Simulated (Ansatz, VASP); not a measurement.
**One calculation of WS2, two programs**

File INCAR:

```
SYSTEM = WS2
ALGO = Normal
DIPOL = 0.5 0.5 0.390
EDIFF = 1E-7
ENCUT = 520
GGA = PE
IDIPOL = 3
ISIF = 2
ISMEAR = 0
IVDW = 12
LASPH = .TRUE.
LCHARG = .TRUE.
LDIPOL = .TRUE.
LELF = .TRUE.
LREAL = .FALSE.
LVACPOTAV = .TRUE.
LVHAR = .TRUE.
LWAVE = .FALSE.
NBANDS = 35
NELM = 100
PREC = Accurate
SIGMA = 0.05
```

Contents of KPOINTS:

```
k-points
0
G
  9 9 1
  0 0 0
```

Contents of POSCAR:

```
WS2
1.0
    3.1595456682      0.0000000000      0.0000000000
   -1.5797728341      2.7362468131      0.0000000000
    0.0000000000      0.0000000000     23.8042574330
S W
4 2
Direct
    0.3333333333      0.6666666667      0.1890418137
    0.3333333333      0.6666666667      0.3214605092
    0.3333333333      1.0000000000      0.4575706151
    0.3333333333      1.0000000000      0.5899893106
    0.6666666667      0.3333333333      0.2552511584
    0.0000000000      1.3333333333      0.5237799598
```

Input for Ansatz:

```yaml
crystal:
  lattice:
    - [3.1595456682, 0.0, 0.0]
    - [-1.5797728341, 2.7362468131, 0.0]
    - [0.0, 0.0, 23.804257433]
  atoms:
    - { symbol: S, position: [0.3333333333, 0.6666666667, 0.1890418137] }
    - { symbol: W, position: [0.6666666667, 0.3333333333, 0.2552511584] }
    - { symbol: S, position: [0.3333333333, 0.6666666667, 0.3214605092] }
    - { symbol: S, position: [0.3333333333, 1.0, 0.4575706151] }
    - { symbol: W, position: [0.0, 1.3333333333, 0.5237799598] }
    - { symbol: S, position: [0.3333333333, 1.0, 0.5899893106] }
basis:
  ecutwfc: 420
kpoints:
  mp_grid: { grid: [9, 9, 1] }
hamiltonian:
  xc: pbe
  pseudopotentials: { kind: paw, azcp: { folder: soft_1 } }
  dispersion: d3bj
scf:
  occupations: { method: gaussian, width: 0.05 }
output:
  forces: true
  eigenvalues: true
efield:
  axis: 3
  dipole_correction: true
  ramp_width: 0.04
```

Alike in both runs: task single point; functional PBE; dispersion D3(BJ); k mesh 9 × 9 × 1; occupations gaussian, width 0.05 eV; no spin polarisation.

```csv
,VASP,Ansatz
version,VASP 6.6.1,Ansatz 0.2.0
potentials or method,"VASP PAW PBE potentials, release 64 (S, W_sv), cutoff 520 eV","scalar-relativistic, plane waves, PAW"
valence electrons in the cell,52,52
```

Ansatz gave:

```
gap on the k mesh at the Fermi level (eV) : 1.61
least direct gap on the mesh (eV)         : 1.90
rms of the force components (eV/Å)        : 0.025
```

Question: Estimate VASP's values.

Answer: gap on the k mesh at the Fermi level (eV): 1.62; least direct gap on the mesh (eV): 1.90; rms of the force components (eV/Å): 0.024.

Spin-orbit coupling is off throughout.
